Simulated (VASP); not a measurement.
# PtSeS3: relaxation of cell and atoms with PBE

Crystal: PtSeS3.

```
Pt Se S
1.0
     4.45247    0.00000    0.00000
     0.00000    4.45247    0.00000
     0.00000    0.00000    5.62852
Pt Se S
1 1 3
Cartesian
  2.2262 2.2262 3.8680
  0.0000 0.0000 5.5379
  0.0000 2.2262 2.8181
  2.2262 2.2262 0.5636
  2.2262 0.0000 2.8181
```

The cell was built from a structure type or drawn by symmetry, and may not be a known phase.

```
Program                : VASP 6.6.1
Task                   : relaxation of cell and atoms
Functional             : PBE
Potentials or basis    : VASP PAW PBE potentials, release 64 (Pt, Se, S)
Cutoff                 : 600 eV
k mesh                 : 4 × 4 × 4
Occupations            : gaussian, width 0.1 eV
Spin                   : no spin polarisation
Dipole correction      : no
Further INCAR settings : ALGO = Normal; EDIFF = 1e-06; IBRION = 2; EDIFFG = -0.04; NSW = 90; ISIF = 3
```

```yaml
Relaxed_volume: 22.80 Å³/atom
Relaxed_cell: a = 3.890 Å, b = 3.890 Å, c = 7.536 Å, α = 90.00°, β = 90.00°, γ = 90.00°
Space_group_after_relaxing_to_0.1_Å: P4mm (No. 99)
Energy_gained_by_relaxing: 352.2 meV/atom
Ionic_steps: 45
Pressure_after_relaxing: 0.1 GPa
Largest_force_after_relaxing: 0.021 eV/Å
Band_gap_on_the_k_mesh: zero (bands 17 and 18 overlap by 2.37 eV)
```

Forces on the atoms (eV/Å):
```
Pt   0.000  0.000  0.003
Se   0.000  0.000  0.021
S    0.000  0.000 -0.003
S    0.000  0.000 -0.019
S    0.000  0.000 -0.003
```

Stress tensor (GPa, compression positive):
```
0.10 0.00 0.00
0.00 0.10 0.00
0.00 0.00 0.01
```

The path:
```tsv
step	energy change (eV)	largest force (eV/Å)	pressure (GPa)	volume (Å³)
1	0.0000	1.1453	-7.39	111.58
3	-0.5106	0.7719	2.22	98.78
5	-1.2673	2.6292	7.10	97.89
7	-1.5845	0.9853	0.13	104.37
9	-1.6032	0.9469	-0.24	104.65
11	-1.6877	0.2877	0.23	103.80
13	-1.7183	0.1279	1.04	104.66
15	-1.7303	0.1546	1.98	105.57
17	-1.7464	0.0819	0.85	107.86
19	-1.7493	0.1472	0.16	109.46
21	-1.7508	0.1232	0.03	109.61
23	-1.7517	0.1573	-0.48	110.28
25	-1.7530	0.0835	-0.11	109.88
27	-1.7531	0.1118	0.40	109.47
29	-1.7537	0.0724	0.11	109.74
31	-1.7554	0.0547	0.02	110.29
33	-1.7556	0.0942	-0.01	110.51
35	-1.7568	0.0640	0.08	110.77
37	-1.7586	0.0785	0.54	111.94
39	-1.7593	0.0538	0.34	112.04
41	-1.7602	0.0685	-0.03	113.20
43	-1.7603	0.0655	-0.04	113.32
45	-1.7610	0.0213	0.07	114.02
```

Final structure:
```
Pt Se S
1.0
     3.88977    0.00000    0.00000
     0.00000    3.88977    0.00000
     0.00000    0.00000    7.53592
Pt Se S
1 1 3
Direct
  0.50000 0.50000 0.69283
  0.00000 0.00000 0.02261
  0.00000 0.50000 0.52350
  0.50000 0.50000 0.01016
  0.50000 0.00000 0.52350
```

Levels at points of the mesh, in eV from the Fermi level:
```csv
k point,band 14,band 15,band 16,band 17,band 18,band 19,band 20,band 21
"(0.00, 0.00, 0.00)",-1.54,-1.37,0.48,1.56,1.56,1.89,2.61,2.61
"(0.50, 0.00, 0.00)",-1.54,-1.31,-1.21,-1.06,-0.77,-0.57,0.50,1.18
"(0.50, 0.50, 0.00)",-2.21,-2.21,-1.94,-0.69,2.33,3.11,3.63,3.63
"(0.00, 0.00, 0.50)",-1.60,-1.60,0.78,1.57,1.57,1.92,2.60,2.60
"(0.50, 0.00, 0.50)",-1.58,-1.30,-1.27,-1.01,-0.80,-0.71,0.44,0.77
"(0.50, 0.50, 0.50)",-2.05,-2.05,-1.75,-0.81,2.33,3.11,3.63,3.63
```

Run time: 13 min on 1 thread of Intel(R) Xeon(R) Platinum 8559C (Emerald Rapids), with other jobs on the host, peak memory 0.3 GiB.

Caveat: a cell axis changed by over 15 % at a fixed basis, so the end point is rough; spin-orbit coupling is left out, which moves the levels of the heavy elements; this functional lacks dispersion, which binds the layers, so the pressure and a relaxed spacing across them are unreliable.
